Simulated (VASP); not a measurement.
# Ir (P6_3/mmc) in VASP: a series of runs, part 2 of 3

VASP 6.6.1. The steps go on from the part before.

## (3) Single point, LDA

This run uses another cell than the first one, of 13.44 Å³/atom.

Input file INCAR:

```
PREC = Accurate
ENCUT = 500
EDIFF = 1E-6
ISMEAR = 0
SIGMA = 0.15
LREAL = F
LASPH = T
NELM = 120
ALGO = Normal
ISIF = 2
LWAVE = F
LCHARG = F
NBANDS = 16
GGA_COMPAT = F
```

Input file KPOINTS:

```
regular mesh
0
Gamma
  18 18 10
```

Input file POSCAR:

```
Ir
1.0
    2.7052686553      0.0000000000      0.0000000000
   -1.3526343277      2.3428313795      0.0000000000
    0.0000000000      0.0000000000      4.2400000000
Ir
2
Direct
    0.6666666667      0.3333333333      0.7500000000
    0.3333333333      0.6666666667      0.2500000000
```

Potentials or basis: VASP PAW LDA potentials, release 64 (Ir).

Started as:

```sh
$ cat potpaw_LDA.64/Ir/POTCAR > POTCAR
$ mpirun -np 1 vasp_std > vasp.out
```

OUTCAR:

```text
PREC = Accurate
   ENCUT = 500
   EDIFF = 1E-6
   ISMEAR = 0
   LREAL = F
   LASPH = T
   NELM = 120
   ISIF = 2

 ion  position               nearest neighbor table
   1  0.667  0.333  0.750-   2 2.63   2 2.63   2 2.63   2 2.63   2 2.63   2 2.63
   2  0.333  0.667  0.250-   1 2.63   1 2.63   1 2.63   1 2.63   1 2.63   1 2.63

  LATTYP: Found a hexagonal cell.
 ALAT       =     2.7052686553
 C/A-ratio  =     1.5673119901

  Lattice vectors:

 A1 = (   2.7052686553,   0.0000000000,   0.0000000000)
 A2 = (  -1.3526343277,   2.3428313795,   0.0000000000)
 A3 = (   0.0000000000,   0.0000000000,   4.2400000000)

Analysis of symmetry for initial positions (statically):
=====================================================================
 Subroutine PRICEL returns:
 Original cell was already a primitive cell.

 Routine SETGRP: Setting up the symmetry group for a
 hexagonal supercell.

 Subroutine GETGRP returns: Found 24 space group operations
 (whereof 12 operations were pure point group operations)
 out of a pool of 24 trial point group operations.

The static configuration has the point symmetry D_3d.
 The point group associated with its full space group is D_6h.

Analysis of symmetry for dynamics (positions and initial velocities):
=====================================================================
 Subroutine PRICEL returns:
 Original cell was already a primitive cell.

 Routine SETGRP: Setting up the symmetry group for a
 hexagonal supercell.

 Subroutine GETGRP returns: Found 24 space group operations
 (whereof 12 operations were pure point group operations)
 out of a pool of 24 trial point group operations.

The dynamic configuration has the point symmetry D_3d.
 The point group associated with its full space group is D_6h.

 Subroutine INISYM returns: Found 24 space group operations
 (whereof 12 operations are pure point group operations),
 and found     1 'primitive' translations

----------------------------------------------------------------------------------------

                                     Primitive cell

  volume of cell :      26.8731

  direct lattice vectors                    reciprocal lattice vectors
     2.705268655  0.000000000  0.000000000     0.369649054  0.213416981  0.000000000
    -1.352634328  2.342831380  0.000000000     0.000000000  0.426833962  0.000000000
     0.000000000  0.000000000  4.240000000     0.000000000  0.000000000  0.235849057

  length of vectors
     2.705268655  2.705268655  4.240000000     0.426833962  0.426833962  0.235849057

  position of ions in fractional coordinates (direct lattice)
     0.666666667  0.333333333  0.750000000
     0.333333333  0.666666667  0.250000000

  ion indices of the primitive-cell ions
   primitive index   ion index
                 1           1
                 2           2

----------------------------------------------------------------------------------------

 KPOINTS: regular mesh

Automatic generation of k-mesh.
 Grid dimensions read from file:
 generate k-points for:   18   18   10

 Generating k-lattice:

  Cartesian coordinates                     Fractional coordinates (reciprocal lattice)
     0.020536059  0.011856499  0.000000000     0.055555556  0.000000000  0.000000000
     0.000000000  0.023712998  0.000000000     0.000000000  0.055555556  0.000000000
     0.000000000  0.000000000  0.023584906     0.000000000  0.000000000  0.100000000

  Length of vectors
     0.023712998  0.023712998  0.023584906

  Shift w.r.t. Gamma in fractional coordinates (k-lattice)
     0.000000000  0.000000000  0.000000000

 Subroutine IBZKPT returns following result:
 ===========================================

 Found    222 irreducible k-points:

 Following reciprocal coordinates:
            Coordinates               Weight
  0.000000  0.000000  0.000000      1.000000
  0.055556  0.000000  0.000000      6.000000
  0.111111  0.000000  0.000000      6.000000
  0.166667  0.000000  0.000000      6.000000
  0.222222  0.000000  0.000000      6.000000
  0.277778  0.000000  0.000000      6.000000
[... 16 lines left out ...]
  0.333333  0.111111  0.000000     12.000000
  0.388889  0.111111  0.000000     12.000000
 [... further k-points ...]
   k-points           NKPTS =    222   k-points in BZ     NKDIM =    222   number of bands    NBANDS=     16
   number of dos      NEDOS =    301   number of ions     NIONS =      2
   total plane-waves  NPLWV =  12800
   dimension x,y,z NGX =    20 NGY =   20 NGZ =   32
   dimension x,y,z NGXF=    40 NGYF=   40 NGZF=   64
   ions per type =               2
   NGX,Y,Z   is equivalent  to a cutoff of  12.29, 12.29, 12.55 a.u.
   NGXF,Y,Z  is equivalent  to a cutoff of  24.58, 24.58, 25.09 a.u.
 SYSTEM =  unknown system
   PREC   = accura    normal or accurate (medium, high low for compatibility)
   ISTART =      0    job   : 0-new  1-cont  2-samecut
   ICHARG =      2    charge: 1-file 2-atom 10-const
   ISPIN  =      1    spin polarized calculation?
   LNONCOLLINEAR =      F non collinear calculations
   LSORBIT =      F    spin-orbit coupling
   LASPH  =      T    aspherical Exc in radial PAW
   ENCUT  =  500.0 eV  36.75 Ry    6.06 a.u.   4.93  4.93  7.73*2*pi/ulx,y,z
   NELM   =    120;   NELMIN=  2; NELMDL= -5     # of ELM steps
   EDIFF  = 0.1E-05   stopping-criterion for ELM
   LREAL  =      F    real-space projection
   EDIFFG = 0.1E-04   stopping-criterion for IOM
   NSW    =      0    number of steps for IOM
   IBRION =     -1    ionic relax: 0-MD 1-quasi-New 2-CG
   NFREE  =      0    steps in history (QN), initial steepest desc. (CG)
   ISIF   =      2    stress and relaxation
   ISYM   =      2    0-nonsym 1-usesym 2-fastsym
   POTIM  = 0.5000    time-step for ionic-motion
   TEBEG  =    0.0;   TEEND  =   0.0 temperature during run
   PSTRESS=    0.0 pullay stress
   NELECT =      18.0000    total number of electrons
   NUPDOWN=      -1.0000    fix difference up-down
   EMIN   =  10.00;   EMAX   =-10.00  energy-range for DOS
   EFERMI =   0.00;   METHOD = LEGACY
   ISMEAR =     0;   SIGMA  =   0.15  broadening in eV -4-tet -1-fermi 0-gaus
   EFERMI_NEDOS =   21; number of points for ismear=-14 and -15
   IALGO  =     38    algorithm
   IMIX   =      4    mixing-type and parameters
     AMIX     =   0.40;   BMIX     =  1.00
     AMIX_MAG =   1.60;   BMIX_MAG =  1.00
  volume/ion in A,a.u.               =      13.44        90.67
  Fermi-wavevector in a.u.,A,eV,Ry     =   1.432385  2.706816 27.915455  2.051728
  Thomas-Fermi vector in A             =   2.552019
   LORBIT       =      0    0 simple, 1 ext, 2 COOP (PROOUT), +10 PAW based schemes
   GGA     = CA    functional components
   LHFCALC =     F    Hartree Fock is set to
   AEXX    =    0.0000 exact exchange contribution
   IVDW    =     0    specifies the selected vdW correction
   LEPSILON=     F    determine dielectric tensor
   LRPA    =     F    only Hartree local field effects (RPA)
 non-spin polarized calculation
 Gauss-broadening in eV      SIGMA  =   0.15
  energy-cutoff  :      500.00
  volume of cell :       26.87
 maximum number of plane-waves:       702
 NGX is ok and might be reduce to    20
   NGX =  9   NGY =  9   NGZ = 15

 number of electron      18.0000002 magnetization

 Free energy of the ion-electron system (eV)
  ---------------------------------------------------
  ext. energy  EPLUGINS =         0.00000000
  ---------------------------------------------------
  free energy    TOTEN  =       -20.41625444 eV

  energy without entropy =      -20.39200489  energy(sigma->0) =      -20.40412967

 E-fermi :  11.4261     XC(G=0): -14.4356

 val. band max:       11.4222084552   @ k =   0.2778   0.0000   0.4000
 cond. band min:      11.4316477084   @ k =   0.2222   0.1667   0.4000
 fundamental gap:      0.0094392532
 Fermi energy:        11.4260934728

 k-point     1 :       0.0000    0.0000    0.0000
  band No.  band energies     occupation
      1      -0.4243      2.00000
      2       2.6406      2.00000
      3       7.1433      2.00000
      4       7.1433      2.00000
      5       7.4378      2.00000
      6       7.9591      2.00000
[... 8 lines left out ...]
     15      28.2535      0.00000
     16      29.1747      0.00000
[... 419 lines left out ...]
 k-point    24 :       0.3889    0.1111    0.0000
  band No.  band energies     occupation
      1       3.5716      2.00000
      2       3.7027      2.00000
      3       3.9875      2.00000
      4       6.5480      2.00000
      5       6.9000      2.00000
      6       7.6551      2.00000
[... 8 lines left out ...]
     15      22.8552      0.00000
     16      25.2740      0.00000

 [... further k-points ...]

------------------------ aborting loop because EDIFF is reached ----------------------------------------

  FORCE on cell =-STRESS in cart. coord.  units (eV):
  Direction    XX          YY          ZZ          XY          YZ          ZX
  --------------------------------------------------------------------------------------
  -------------------------------------------------------------------------------------
  Total        2.1733451      2.1733451      5.0934951     -0.0000000      0.0000000      0.0000000
  in kB      129.5752303    129.5752303    303.6751001     -0.0000000      0.0000000      0.0000000
  external PRESSURE =     187.6085202 kB  Pullay stress =       0.0000000 kB

 VOLUME and BASIS-vectors are now :
 -----------------------------------------------------------------------------
  energy-cutoff  :      500.00
  volume of cell :       26.87
      direct lattice vectors                 reciprocal lattice vectors
     2.705268655  0.000000000  0.000000000     0.369649054  0.213416981  0.000000000
    -1.352634328  2.342831380  0.000000000     0.000000000  0.426833962  0.000000000
     0.000000000  0.000000000  4.240000000     0.000000000  0.000000000  0.235849057

 POSITION                                       TOTAL-FORCE (eV/Angst)
 -----------------------------------------------------------------------------------
      1.35263      0.78094      3.18000        -0.000000      0.000000      0.000000
     -0.00000      1.56189      1.06000         0.000000     -0.000000      0.000000
 -----------------------------------------------------------------------------------
    total drift:                               -0.000000      0.000000     -0.000000

  FREE ENERGIE OF THE ION-ELECTRON SYSTEM (eV)
  ---------------------------------------------------
  free  energy   TOTEN  =       -20.4162544395 eV

  energy  without entropy=      -20.3920048934  energy(sigma->0) =      -20.40412967
```

OSZICAR:

```text
N       E                     dE             d eps       ncg     rms          rms(c)
DAV:   1     0.142141801534E+03    0.14214E+03   -0.82660E+03  7104   0.111E+03
DAV:   2    -0.178905148124E+02   -0.16003E+03   -0.14405E+03  7120   0.311E+02
DAV:   3    -0.215135335323E+02   -0.36230E+01   -0.35829E+01  9728   0.568E+01
DAV:   4    -0.215558079802E+02   -0.42274E-01   -0.42262E-01  8096   0.507E+00
DAV:   5    -0.215570606107E+02   -0.12526E-02   -0.12526E-02 10104   0.913E-01    0.264E+01
DAV:   6    -0.206288214488E+02    0.92824E+00   -0.10257E+00  9104   0.135E+01    0.112E+01
DAV:   7    -0.204306670411E+02    0.19815E+00   -0.34713E-01  9728   0.737E+00    0.207E+00
DAV:   8    -0.204179827044E+02    0.12684E-01   -0.81001E-03  8248   0.957E-01    0.479E-01
DAV:   9    -0.204162716252E+02    0.17111E-02   -0.24821E-03  9880   0.677E-01    0.754E-02
DAV:  10    -0.204162595361E+02    0.12089E-04   -0.24398E-05  9584   0.488E-02    0.443E-02
DAV:  11    -0.204162544555E+02    0.50806E-05   -0.42416E-06  9600   0.222E-02    0.146E-03
DAV:  12    -0.204162544395E+02    0.16032E-07   -0.10729E-07  5680   0.259E-03
   1 F= -.20416254E+02 E0= -.20404130E+02  d E =-.242495E-01
```

stdout:

```text
POSCAR found type information on POSCAR Ir
 POSCAR found :  1 types and       2 ions
 scaLAPACK will be used
 LDA part: xc-table for (Slater(with rela. corr.)+CA(PZ))
 , standard interpolation
 POSCAR, INCAR and KPOINTS ok, starting setup
 FFT: planning ... GRIDC
 FFT: planning ... GRID_SOFT
 FFT: planning ... GRID
 WAVECAR not read
 entering main loop
```

It took 25 s on 1 thread of AMD EPYC 9R45 (Zen 5), shared host; peak memory 0.16 GiB.

Results:

| Item | Value |
| --- | --- |
| Free energy | -20.4163 eV |
| Pressure | 18.8 GPa |
| Band gap on the k mesh | zero (bands 9 and 10 overlap by 3.66 eV) |

Stress tensor (GPa, compression positive):
```
12.96  0.00  0.00
 0.00 12.96  0.00
 0.00  0.00 30.37
```

Levels at points of the mesh, in eV from the Fermi level:
```csv
k point,band 7,band 8,band 9,band 10,band 11,band 12
"(0.00, 0.00, 0.00)",-3.47,-2.97,-2.97,-0.58,0.23,0.23
"(0.50, 0.00, 0.00)",-3.07,0.50,1.05,1.22,3.05,4.51
"(0.00, 0.00, 0.50)",-4.51,-4.51,-0.54,-0.54,-0.54,-0.54
"(0.50, 0.00, 0.50)",-1.14,-1.14,0.83,0.83,2.09,2.09
```

Caveat: the stress differs along the axes, from 13 to 30 GPa; spin-orbit coupling is left out, which moves the levels of the heavy elements.

(Part 2 of 3 ends here.)

The gap in the log of VASP goes by the Fermi energy; the results here count the filled bands.